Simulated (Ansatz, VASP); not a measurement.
**Two plane-wave programs on OsO**

```xyz
2
Lattice="2.7772 0.0000 0.0000 0.0000 2.7772 0.0000 0.0000 0.0000 2.7772" Properties=species:S:1:pos:R:3 pbc="T T T"
Os    0.0000    0.0000    0.0000
O     1.3886    1.3886    1.3886
```

Alike in both runs: task relaxation of cell and atoms; functional PBE; k mesh 6 × 6 × 6; occupations gaussian, width 0.1 eV; no spin polarisation.

```csv
,VASP,Ansatz
version,VASP 6.6.1,Ansatz 0.2.0
potentials or method,"VASP PAW PBE potentials, release 64 (Os, O), cutoff 600 eV","scalar-relativistic, plane waves, PAW"
valence electrons in the cell,14,22
```

Ansatz gave:

```
gap on the k mesh at the Fermi level, each at its own relaxed structure (eV) : none
relaxed volume (Å³/atom)                                                     : 10.90
relaxed length of the cell vector where the two differ most in proportion (Å)              : 2.793
```

Task: Which values does VASP return?

Result: gap on the k mesh at the Fermi level, each at its own relaxed structure (eV): none; relaxed volume (Å³/atom): 10.90; relaxed length of the cell vector where the two differ most in proportion (Å): 2.794.

A gap of «none» marks a metal or a gap that the smearing closes. VASP's potentials hold 14 valence electrons a cell and Ansatz's 22, so a difference there can come from the potentials and not from the codes.

The k mesh is coarse, so the values compare programs but aren't converged. Spin-orbit coupling is off throughout.
